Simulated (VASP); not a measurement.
Set up this calculation in VASP 6.6.1, as the native input.

```
Task                   : single point
Functional             : PBE
Dispersion             : D3(BJ)
Potentials or basis    : VASP PAW PBE potentials, release 64 (S, Pt)
Cutoff                 : 520 eV
k mesh                 : 12 × 12 × 1
Occupations            : gaussian, width 0.02 eV
Spin                   : no spin polarisation
Dipole correction      : yes
Further INCAR settings : ALGO = Normal; EDIFF = 1e-06; NBANDS = 56
```

The structure of PtS2 lies in POSCAR:

```
PtS2
1.0
    3.5716127213      0.0000000000      0.0000000000
   -1.7858063606      3.0931073491      0.0000000000
    0.0000000000      0.0000000000     58.8089166210
S Pt
8 4
Direct
    0.6666666667      0.3333333333      0.3590827309
    0.3333333333      0.6666666667      0.4005492503
    0.6666666667      0.3333333333      0.4394697351
    0.3333333333      0.6666666667      0.4807170292
    0.6666666667      0.3333333333      0.5192829708
    0.3333333333      0.6666666667      0.5605302649
    0.6666666667      0.3333333333      0.5994507497
    0.3333333333      0.6666666667      0.6409172691
    0.0000000000      0.0000000000      0.3800907917
    0.0000000000      0.0000000000      0.4601006600
    0.0000000000      0.0000000000      0.5398993400
    0.0000000000      0.0000000000      0.6199092083
```

This cell differs from its parent crystal: a layer taken out of the bulk.

The input as run:

INCAR

```
PREC     = Accurate       # precision mode
ENCUT    = 520            # plane-wave cutoff, eV
EDIFF    = 1E-6           # SCF threshold, eV
ISMEAR   = 0              # smearing method
SIGMA    = 0.02           # smearing width, eV
LREAL    = F              # projectors in reciprocal space
LASPH    = T              # aspherical terms in the spheres
NELM     = 60             # most SCF steps
ALGO     = Normal         # electronic algorithm
ISIF     = 2              # what is computed and relaxed
LWAVE    = F              # write WAVECAR
LCHARG   = F              # write CHGCAR
LDIPOL   = T            
IDIPOL   = 3            
DIPOL    = 0.5 0.5 0.500
GGA      = PE             # functional
IVDW     = 12             # dispersion correction
NBANDS   = 56             # bands
```

KPOINTS

```
regular mesh
0
Gamma
  12 12 1
```

Potentials or basis: VASP PAW PBE potentials, release 64 (S, Pt).

Command:

```bash
$ cat potpaw_PBE.64/S/POTCAR potpaw_PBE.64/Pt/POTCAR > POTCAR
$ mpirun -np 1 vasp_std > vasp.out
```

Results of the run:

- Largest force: 0.041 eV/Å
- Band gap on the k mesh: 0.51 eV (least direct gap 0.99 eV)
- Dispersion energy per atom: -0.402 eV

Caveat: the cell differs from its parent crystal (a layer taken out of the bulk); spin-orbit coupling is left out, which moves the levels of the heavy elements.

Run time: 14 min on 1 thread of Intel(R) Xeon(R) 6975P-C (Granite Rapids), on a shared host, peak memory 0.99 GiB.
